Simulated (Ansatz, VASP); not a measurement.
## Ga5As3P2 in VASP and in Ansatz

INCAR

```
  PREC = Accurate
  ENCUT = 520
  EDIFF = 1E-6
  ISMEAR = 0
  SIGMA = 0.1
  LREAL = F
  LASPH = T
  NELM = 60
  ALGO = Normal
  ISIF = 2
  LWAVE = F
  LCHARG = F
  GGA = PE
  NBANDS = 56
```

Contents of KPOINTS:

```
Automatic mesh
0
Gamma
  4 4 4
```

File POSCAR:

```
Ga5As3P2
1.0
    0.0000000000     -3.9912614000      0.0000000000
    3.9912614000      0.0000000000      0.0000000000
   -1.9956307000      1.9956307000     14.1369780000
Ga P As
5 2 3
Direct
    0.6029580000      0.6029580000      0.2059160000
    0.0000000000      0.0000000000      0.0000000000
    0.3970420000      0.3970420000      0.7940840000
    0.8014110000      0.8014110000      0.6028220000
    0.1985890000      0.1985890000      0.3971780000
    0.3492300000      0.8492300000      0.6984600000
    0.1507700000      0.6507700000      0.3015400000
    0.9485460000      0.4485460000      0.8970920000
    0.7500000000      0.2500000000      0.5000000000
    0.5514540000      0.0514540000      0.1029080000
```

Input for Ansatz:

```yaml
crystal:
  lattice:
    - [0.0, -3.9912614, 0.0]
    - [3.9912614, 0.0, 0.0]
    - [-1.9956307, 1.9956307, 14.136978]
  atoms:
    - { symbol: Ga, position: [0.602958, 0.602958, 0.205916] }
    - { symbol: Ga, position: [0.0, 0.0, 0.0] }
    - { symbol: Ga, position: [0.397042, 0.397042, 0.794084] }
    - { symbol: Ga, position: [0.801411, 0.801411, 0.602822] }
    - { symbol: Ga, position: [0.198589, 0.198589, 0.397178] }
    - { symbol: P, position: [0.34923, 0.84923, 0.69846] }
    - { symbol: P, position: [0.15077, 0.65077, 0.30154] }
    - { symbol: As, position: [0.948546, 0.448546, 0.897092] }
    - { symbol: As, position: [0.75, 0.25, 0.5] }
    - { symbol: As, position: [0.551454, 0.051454, 0.102908] }
basis:
  ecutwfc: 420
kpoints:
  mp_grid: { grid: [4, 4, 4] }
hamiltonian:
  xc: pbe
scf:
  occupations: { method: gaussian, width: 0.1 }
  lower_state_search: "off"
output:
  forces: true
  stress: true
  eigenvalues: true
```

Alike in both runs: task single point; functional PBE; k mesh 4 × 4 × 4; occupations gaussian, width 0.1 eV; no spin polarisation.

|  | VASP | Ansatz |
| --- | --- | --- |
| version | VASP 6.6.1 | Ansatz 0.2.0 |
| potentials or method | VASP PAW PBE potentials, release 64 (Ga_d, P, As), cutoff 520 eV | scalar-relativistic, plane waves, PAW |
| valence electrons in the cell | 90 | 120 |

|  | VASP | Ansatz | Ansatz less VASP |
| --- | --- | --- | --- |
| gap on the k mesh at the Fermi level (eV) | 0.66 | 0.66 | 0.000 |
| least direct gap on the mesh (eV) | 0.66 | 0.66 | 0.000 |
| pressure (GPa) | 0.3 | 0.1 | -0.14 |
| traceless stress, the component that is largest in VASP (GPa) | -0.76 | -0.76 | 0.000 |
| rms of the force components (eV/Å) | 0.004 | 0.002 | -0.0018 |

Atom by atom the forces differ by 0.006 eV/Å (rms over components). The functional is the same, so the differences come from potentials, cutoffs and numerics. VASP's potentials hold 90 valence electrons a cell and Ansatz's 120, so a difference there can come from the potentials and not from the codes.
